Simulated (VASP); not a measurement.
A run of VASP 6.6.1 is set up as follows.

The input INCAR:

```
SYSTEM = C
PREC = Accurate
ENCUT = 520
EDIFF = 1E-6
ISMEAR = -1
SIGMA = 0.5
LREAL = .FALSE.
LASPH = .TRUE.
NELM = 100
ALGO = Normal
ISIF = 2
LWAVE = .FALSE.
LCHARG = .TRUE.
LELF = .TRUE.
LVHAR = .TRUE.
NBANDS = 16
```

File KPOINTS:

```
regular mesh
0
G
  18 18 6
  0 0 0
```

The input POSCAR:

```
C
1.0
    1.2280479700     -2.1270618200      0.0000000000
    1.2280479700      2.1270618200      0.0000000000
    0.0000000000      0.0000000000      7.1732677600
C
4
Direct
    0.0833794600      0.9166205400      0.7531376000
    0.5833794600      0.4166205400      0.2468624000
    0.9166205400      0.0833794600      0.2468624000
    0.4166205400      0.5833794600      0.7531376000
```

Potentials or basis: VASP PAW LDA potentials, release 64 (C).

The run is started by

```bash
$ cat potpaw_LDA.64/C/POTCAR > POTCAR
$ mpirun -np 1 vasp_std > vasp.out
```

Predict the largest force.

0.012 eV/Å.

Predict the pressure.

-2.8 GPa.

Forces in eV/Å, atoms in the order of the input:
```
C    0.000  0.012 -0.003
C    0.000  0.012  0.003
C    0.000 -0.012  0.003
C    0.000 -0.012 -0.003
```
